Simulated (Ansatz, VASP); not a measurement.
Sr4O3 in VASP and in Ansatz

```
CELL_PARAMETERS angstrom
5.40818 0.00000 0.00000
0.00000 5.40818 0.00000
0.00000 0.00000 5.40818
ATOMIC_POSITIONS crystal
Sr 0.72069 0.72069 0.72069
Sr 0.27931 0.27931 0.72069
Sr 0.27931 0.72069 0.27931
Sr 0.72069 0.27931 0.27931
O 0.00000 0.00000 0.50000
O 0.50000 0.00000 0.00000
O 0.00000 0.50000 0.00000
```

Change from the starting cell: species swapped into the Ge3As4 type (P-43m, No. 215).

Alike in both runs: task relaxation of cell and atoms; functional PBE; k mesh 4 × 4 × 4; occupations gaussian, width 0.1 eV; no spin polarisation.

```csv
,VASP,Ansatz
version,VASP 6.6.1,Ansatz 0.2.0
potentials or method,"VASP PAW PBE potentials, release 64 (Sr_sv, O), cutoff 600 eV","scalar-relativistic, plane waves, PAW"
valence electrons in the cell,58,58
```

VASP gave:

```
gap on the k mesh at the Fermi level, each at its own relaxed structure (eV) : 0.43
relaxed volume (Å³/atom)                                                     : 26.87
relaxed cell length with the largest relative difference (Å)                 : 5.730
```

Q: What did Ansatz give for the same quantities?

A: gap on the k mesh at the Fermi level, each at its own relaxed structure (eV): 0.42; relaxed volume (Å³/atom): 26.65; relaxed cell length with the largest relative difference (Å): 5.714.

Noted on VASP's run: the volume moved by over 15 % at a fixed basis, so the end points are rough.
